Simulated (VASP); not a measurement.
A run of VASP 6.6.1 is set up as follows.

File POSCAR:

```
H21C10N3O2
1.0
    7.1400370000      0.0000000000      0.0000000000
    0.0000000000      7.1400370000      0.0000000000
    0.0000000000      0.0000000000      7.1400370000
C O H N
10 2 21 3
Direct
    0.8254859184      0.3575611723      0.9114658650
    0.8613400743      0.1925620273      0.7752760945
    0.1825060570      0.0942151980      0.2456009682
    0.3136958534      0.2024639368      0.1104896235
    0.4824624858      0.5252073624      0.5575321248
    0.4176168835      0.7140019022      0.5546049691
   -0.0212603940      0.5525181452      0.3344100318
   -0.0658540005      0.6954025588      0.4699415423
    0.4093536210      0.6874614235      1.0460730105
    0.5926439877      0.7688475564      1.0987338021
    1.0536640076      0.1827861676      0.7159486709
    0.4901375161      0.2435141443      0.2007272511
    1.0446164355      0.0608400209      0.6666772175
    0.8191274079      0.0686691119      0.8560739951
    0.7731752651      0.2223657945      0.6570694242
    0.6784418624      0.3695359002      0.9485665130
    0.8928665216      0.3199423196      1.0408769590
    0.8943371022      0.4829106628      0.8587910679
    0.5423501307      0.1402653796      0.2729117510
    0.3367769663      0.1190329966     -0.0071288146
    0.2605868849      0.3373651985      0.0597335840
    0.0277309487      0.0785850269      0.1930382153
    0.2130661228     -0.0719183948      0.2423516853
    0.2051529985      0.1411897445      0.3991295843
    0.5180925533      0.4751656049      0.4156561093
    0.5982181885      0.4930226552      0.6629797577
    0.3813285561      0.4163283748      0.5958232429
   -0.0250979092      0.5762295069      0.1809794543
    0.1352514000      0.5235967265      0.3545219724
   -0.1064000089      0.4241574659      0.3468329366
    0.4280650086      0.5525881729      1.0125577781
    0.3413847855      0.6444224309      1.1719827222
    0.3368469939      0.7493938757      0.9346170055
    0.3676451537      0.8617462346      0.5925459490
   -0.0588932522      0.8222646465      0.5724620195
    0.7303323498      0.8555557905      1.1118149668
```

INCAR.step1

```
ALGO = Normal
EDIFF = 1E-5
ENCUT = 1100
GGA = PE
GGA_COMPAT = F
ISMEAR = -1
LASPH = T
LCHARG = F
LREAL = Auto
LWAVE = T
NBANDS = 68
NELM = 120
PREC = Accurate
SIGMA = 0.02
```

INCAR.step2

```
ALGO = Normal
EDIFF = 1E-6
ENCUT = 1100
GGA_COMPAT = F
ISIF = 2
ISMEAR = -1
ISTART = 1
IVDW = 12
LASPH = T
LCHARG = T
LELF = T
LMIXTAU = T
LREAL = Auto
LVHAR = T
LWAVE = F
METAGGA = R2SCAN
NBANDS = 68
NELM = 120
PREC = Accurate
SIGMA = 0.02
VDW_A1 = 0.49484001
VDW_A2 = 5.73083694
VDW_S6 = 1.0
VDW_S8 = 0.78981345
```

KPOINTS

```
k-points
0
Gamma
  1 1 1
```

Potentials or basis: VASP PAW PBE potentials, release 64 (C_h, O_h, H_h, N_h).

Run with:

```sh
$ cat potpaw_PBE.64/C_h/POTCAR potpaw_PBE.64/O_h/POTCAR potpaw_PBE.64/H_h/POTCAR potpaw_PBE.64/N_h/POTCAR > POTCAR
$ cp INCAR.step1 INCAR
$ mpirun -np 1 vasp_gam > vasp.out
$ cp INCAR.step2 INCAR
$ mpirun -np 1 vasp_gam > vasp.out
```

What does it give for the largest force?

4.338 eV/Å.

Estimate the band gap on the k mesh.

4.84 eV.

What does it give for the dispersion energy per atom?

-0.025 eV.

Stress tensor (GPa, compression positive):
```
-2.63 -2.17 -1.27
-2.17  0.43  1.00
-1.27  1.00 -1.13
```

Caveat: the k points lie up to 0.88 Å⁻¹ apart; the atoms stand as in a frame of molecular dynamics; the PAW data sets were made with another functional, which shifts forces and pressure a little.
